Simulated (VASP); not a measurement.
Crystal: ZnCu.

```
Zn Cu
1.0
     1.70565   -4.49388    0.00000
     1.70565    4.49388    0.00000
     0.00000    0.00000    3.39681
Zn Cu
2 2
Direct
  0.35440 0.64560 0.75000
  0.64560 0.35440 0.25000
  0.07760 0.92240 0.75000
  0.92240 0.07760 0.25000
```

```yaml
Program: VASP 6.6.1
Task: relaxation of cell and atoms
Functional: PBE
Potentials_or_basis: VASP PAW PBE potentials, release 64 (Zn, Cu)
Cutoff: 600 eV
k_mesh: 6 × 6 × 6
Occupations: gaussian, width 0.1 eV
Spin: no spin polarisation
```

At the start: pressure 15.6 GPa; volume 13.02 Å³/atom.

Task: How do energy, volume and symmetry change on relaxing?

Result: Over 34 steps the energy falls by 286.2 meV/atom and the volume is 13.28 Å³/atom (+2.0 %); space group Cmcm (No. 63, to 0.05 Å).

Step by step:
```
step  energy change (eV)  largest force (eV/Å)  pressure (GPa)  volume (Å³)
   1              0.0000                1.7422           15.60        52.07
   2             -0.3905                0.1538           -5.00        62.18
   3             -0.4385                0.1722           -1.19        59.16
   4             -0.4385                0.1541           -1.43        59.31
   5             -0.4737                0.0900           -0.87        58.62
   6             -0.5524                0.3081            0.98        56.48
   7             -0.5907                0.8198            8.11        51.76
   8             -0.6011                0.8141            7.99        51.73
   9             -0.6407                0.7977            7.89        51.64
  10             -0.7286                0.7403            7.80        51.40
  11             -0.7669                0.5414            9.14        50.72
  12             -0.7788                0.6014            8.53        50.95
  13             -0.8125                0.5700            6.80        51.55
  14             -0.8779                0.4866            2.46        53.38
  15             -0.8708                0.3615           -4.34        57.18
  16             -0.8956                0.4190           -1.44        55.20
  17             -0.8957                0.4263           -0.77        54.96
  18             -0.8957                0.4240           -0.90        55.04
  19             -0.9025                0.3994           -0.81        54.99
  20             -0.9202                0.3265           -0.74        54.83
  21             -0.9441                0.3985           -0.15        54.51
  22             -0.9424                0.6550            1.54        53.84
  23             -0.9519                0.5241            0.53        54.20
  24             -0.9624                0.5219            0.36        54.20
  25             -0.9926                0.5115            0.07        54.22
  26             -1.0462                0.4758           -0.39        54.24
  27             -1.0890                0.4237           -1.07        54.29
  28             -1.1201                0.3624           -0.23        53.42
  29             -1.1214                0.3538            0.09        53.24
  30             -1.1371                0.1631           -0.12        53.25
  31             -1.1411                0.0613           -0.37        53.25
  32             -1.1435                0.0312            0.27        52.90
  33             -1.1436                0.0249            0.43        52.83
  34             -1.1447                0.0113           -0.09        53.12
```

Final structure:
```
Zn Cu
1.0
     1.30125   -4.96482    0.00000
     1.30125    4.96482    0.00000
     0.00000    0.00000    4.11119
Zn Cu
2 2
Direct
  0.33061 0.66939 0.75000
  0.66939 0.33061 0.25000
  0.06982 0.93018 0.75000
  0.93018 0.06982 0.25000
```
